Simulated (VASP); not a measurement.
Here is a VASP 6.6.1 calculation.

File INCAR:

```
PREC     = Accurate       # precision mode
ENCUT    = 520            # plane-wave cutoff, eV
EDIFF    = 1E-7           # SCF threshold, eV
ISMEAR   = 0              # smearing method
SIGMA    = 0.15           # smearing width, eV
LREAL    = F              # projectors in reciprocal space
LASPH    = T              # aspherical terms in the spheres
NELM     = 60             # most SCF steps
ALGO     = Fast           # electronic algorithm
ISIF     = 2              # what is computed and relaxed
LWAVE    = F              # write WAVECAR
LCHARG   = F              # write CHGCAR
GGA      = PS             # functional
IVDW     = 12             # dispersion correction
NBANDS   = 19             # bands
```

File KPOINTS:

```
regular mesh
0
Gamma
  18 18 10
```

POSCAR

```
Hg
1.0
    3.2723000000      0.0000000000      0.0000000000
   -1.6361500000      2.8338949288      0.0000000000
    0.0000000000      0.0000000000      5.2374000000
Hg
2
Direct
    0.6666666667      0.3333333333      0.7500000000
    0.3333333333      0.6666666667      0.2500000000
```

Potentials or basis: VASP PAW PBE potentials, release 64 (Hg).

Command:

```console
$ cat potpaw_PBE.64/Hg/POTCAR > POTCAR
$ mpirun -np 1 vasp_std > vasp.out
```

(1) What does it give for the band gap on the k mesh?

(2) Estimate the dispersion energy per atom.

(3) Predict the pressure.

Results:

(1) zero (bands 12 and 13 overlap by 1.43 eV).

(2) -0.410 eV.

(3) -3.1 GPa.

Caveat: the cell stands under tension; the PAW data sets were made with another functional, which shifts forces and pressure a little; spin-orbit coupling is left out, which moves the levels of the heavy elements.
